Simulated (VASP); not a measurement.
A run of VASP 6.6.1 is set up as follows.

Contents of INCAR:

```
ALGO = Normal
EDIFF = 1E-6
ENCUT = 520
GGA = PE
ISIF = 2
ISMEAR = 0
LASPH = True
LCHARG = True
LELF = True
LREAL = False
LVHAR = True
LWAVE = False
NBANDS = 22
NELM = 60
PREC = Accurate
SIGMA = 0.2
```

The input KPOINTS:

```
k-points
0
Gamma
  3 3 5
```

Contents of POSCAR:

```
Be4Se3
1.0
    3.2408119969     -4.9426121276      0.0000000000
    3.2408119969      4.9426121276      0.0000000000
    0.0000000000      0.0000000000      3.4177874482
Be Se
4 3
Direct
    0.2914038216      0.2914038216      0.5000000000
    0.7085961784      0.7085961784      0.5000000000
    0.7721217067      0.2278782933      0.0000000000
    0.2278782933      0.7721217067      0.0000000000
    0.5000000000      0.0000000000      0.5000000000
    0.0000000000      0.5000000000      0.5000000000
    0.0000000000      0.0000000000      0.0000000000
```

Potentials or basis: VASP PAW PBE potentials, release 64 (Be, Se).

The run is started by

```bash
$ cat potpaw_PBE.64/Be/POTCAR potpaw_PBE.64/Se/POTCAR > POTCAR
$ mpirun -np 1 vasp_std > vasp.out
```

Q: What does it give for the pressure?

A: 0.1 GPa.

Q: What does it give for the largest force?

A: 0.046 eV/Å.

Stress tensor (GPa, compression positive):
```
 0.22  0.00  0.00
 0.00  0.59  0.00
 0.00  0.00 -0.57
```

Caveat: the k points lie up to 0.39 Å⁻¹ apart.
